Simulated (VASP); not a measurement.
Si:

```
Si
1.0
    -2.37137    2.37137    1.32927
     2.37137   -2.37137    1.32927
     2.37137    2.37137   -1.32927
Si
2
Direct
  0.50000 0.50000 0.00000
  0.25000 0.75000 0.50000
```

```yaml
Program: VASP 6.6.1
Task: relaxation of cell and atoms
Functional: LDA
Potentials_or_basis: VASP PAW LDA potentials, release 64 (Si)
Cutoff: 600 eV
k_mesh: 11 × 11 × 11
Occupations: fermi-dirac, width 0.05 eV
Spin: no spin polarisation
```

At the start: pressure -0.8 GPa; volume 14.95 Å³/atom.

Question: How do energy, volume and symmetry change on relaxing?

Answer: Over 10 steps the energy falls by 4.2 meV/atom and the volume is 14.80 Å³/atom (-1.0 %); space group I4_1/amd (No. 141, to 0.1 Å) before and after.

Step by step:
```csv
step,energy change (eV),largest force (eV/Å),pressure (GPa),volume (Å³)
1,0.0000,0.0000,-0.77,29.90
2,-0.0014,0.0000,0.35,29.59
3,-0.0014,0.0000,0.48,29.55
4,-0.0029,0.0000,0.42,29.55
5,-0.0083,0.0000,0.20,29.55
6,-0.0080,0.0000,0.26,29.55
7,-0.0084,0.0000,0.22,29.55
8,-0.0084,0.0000,0.21,29.55
9,-0.0083,0.0000,-0.30,29.68
10,-0.0084,0.0000,-0.01,29.61
```

Final structure:
```
CELL_PARAMETERS angstrom
-2.39734 2.39734 1.28788
2.39734 -2.39734 1.28788
2.39734 2.39734 -1.28788
ATOMIC_POSITIONS crystal
Si 0.50000 0.50000 0.00000
Si 0.25000 0.75000 0.50000
```
